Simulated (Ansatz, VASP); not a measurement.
**Two plane-wave programs on TiC**

```
Ti C
1.0
     4.41047    0.00000    0.00000
    -2.20524    3.81958    0.00000
     0.00000    0.00000    4.18315
Ti C
2 2
Direct
  0.33333 0.66667 0.00000
  0.66667 0.33333 0.00000
  0.33333 0.66667 0.50000
  0.66667 0.33333 0.50000
```

Alike in both runs: task single point; functional PBE; k mesh 6 × 6 × 4; occupations gaussian, width 0.1 eV; collinear spin.

|  | VASP | Ansatz |
| --- | --- | --- |
| version | VASP 6.6.1 | Ansatz 0.2.0 |
| potentials or method | VASP PAW PBE potentials, release 64 (Ti_sv, C), cutoff 520 eV | scalar-relativistic, plane waves, PAW |
| valence electrons in the cell | 32 | 32 |

```csv
,VASP,Ansatz,Ansatz less VASP
gap on the k mesh at the Fermi level (eV),none,none,-
pressure (GPa),0.1,-0.4,-0.53
"traceless stress, the component that is largest in VASP (GPa)",0.28,2.32,+2.048
net moment per atom (μB),0.16,0.52,+0.360
size of the moment on the site where the two differ most (μB),0.30,0.64,+0.339
```

The net moments are unlike, so the other rows may belong to different states. Site moments also hang on the region over which each program counts them. A gap of «none» marks a metal or a gap that the smearing closes.

The k mesh is coarse, so the values compare programs but aren't converged.
